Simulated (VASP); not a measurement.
A run of VASP 6.6.1 is set up as follows.

INCAR

```
PREC = Accurate ; ENCUT = 500
EDIFF = 1E-6 ; ISMEAR = 0
SIGMA = 0.02 ; LREAL = False
LASPH = True ; NELM = 120
ALGO = Normal ; ISIF = 2
LWAVE = False ; LCHARG = False
GGA = PS ; NBANDS = 26
GGA_COMPAT = False
```

File KPOINTS:

```
regular mesh
0
Gamma
  9 9 6
```

POSCAR

```
SiGe
1.0
    3.8420878787      0.0000000000      0.0000000000
   -1.9210439394      3.3273457065      0.0000000000
    0.0000000000      0.0000000000      6.5007602900
Si Ge
2 2
Direct
    0.3333333333      0.6666666667      0.0015684397
    0.6666666667      0.3333333333      0.5015684397
    0.3333333333      0.6666666667      0.3724315603
    0.6666666667      0.3333333333      0.8724315603
```

Potentials or basis: VASP PAW PBE potentials, release 64 (Si, Ge_d).

Run with:

```console
$ cat potpaw_PBE.64/Si/POTCAR potpaw_PBE.64/Ge_d/POTCAR > POTCAR
$ mpirun -np 1 vasp_std > vasp.out
```

Q: Predict the pressure.

A: 1.7 GPa.

Q: Estimate the band gap on the k mesh.

A: 0.29 eV (least direct gap 0.70 eV).

Stress tensor (GPa, compression positive):
```
 3.02  0.00  0.00
 0.00  3.02  0.00
 0.00  0.00 -0.88
```

Caveat: the cell differs from its parent crystal (strained cell); the PAW data sets were made with another functional, which shifts forces and pressure a little; an odd mesh through Γ misses points on the zone boundary, where band edges can lie.
